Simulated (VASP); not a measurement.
A run of VASP 6.6.1:

File INCAR:

```
SYSTEM = ZrSi7O16
  ALGO = Normal
  EDIFF = 1E-6
  ENCUT = 520
  GGA = PE
  ISIF = 2
  ISMEAR = 0
  LASPH = .True.
  LCHARG = .True.
  LELF = .True.
  LREAL = Auto
  LVHAR = .True.
  LWAVE = .False.
  NBANDS = 86
  NELM = 60
  PREC = Accurate
  SIGMA = 0.02
```

File KPOINTS:

```
Automatic mesh
0
Gamma
  2 2 2
  0.5 0.5 0.5
```

POSCAR

```
ZrSi7O16
1.0
    5.0262964608     -5.0262964608      0.0000000000
   -5.0262964608     -5.0262964608      0.0000000000
    0.0000000000      0.0000000000     -7.3717295607
Zr Si O
1 7 16
Direct
    0.5000000000      0.5000000000      0.0000000000
    0.0000000000      0.5000000000      0.5266271526
    0.0000000000      1.0000000000      1.0000000000
    0.5000000000      1.0000000000      0.4733728474
    0.7703587229      0.2576719519      0.2641232127
    0.2576719519      0.2296412771      0.7358767873
    0.2296412771      0.7423280481      0.2641232127
    0.7423280481      0.7703587229      0.7358767873
    0.9306864302      0.3162197464      0.4115237679
    0.4452949279      0.2800849143      0.8509233517
    0.4252524521      0.8209983795      0.3546232436
    0.9081078200      0.8414628246      0.8701905865
    0.8414628246      0.0918921800      0.1298094135
    0.3162197464      0.0693135698      0.5884762321
    0.2800849143      0.5547050721      0.1490766483
    0.8209983795      0.5747475479      0.6453767564
    0.7199150857      0.4452949279      0.1490766483
    0.1790016205      0.4252524521      0.6453767564
    0.1585371754      0.9081078200      0.1298094135
    0.6837802536      0.9306864302      0.5884762321
    0.5747475479      0.1790016205      0.3546232436
    0.0918921800      0.1585371754      0.8701905865
    0.0693135698      0.6837802536      0.4115237679
    0.5547050721      0.7199150857      0.8509233517
```

Potentials or basis: VASP PAW PBE potentials, release 64 (Zr_sv, Si, O).

Run with:

```console
$ cat potpaw_PBE.64/Zr_sv/POTCAR potpaw_PBE.64/Si/POTCAR potpaw_PBE.64/O/POTCAR > POTCAR
$ mpirun -np 1 vasp_std > vasp.out
```

Hardware: 1 thread of AMD EPYC 7R13 Processor (Zen 3), on a shared host.

Task: Estimate the wall time of this run.

Result: It took 98 s on 1 thread of AMD EPYC 7R13 Processor (Zen 3), on a shared host, peak memory 0.34 GiB. Counts: scf iterations 15, k points 1.
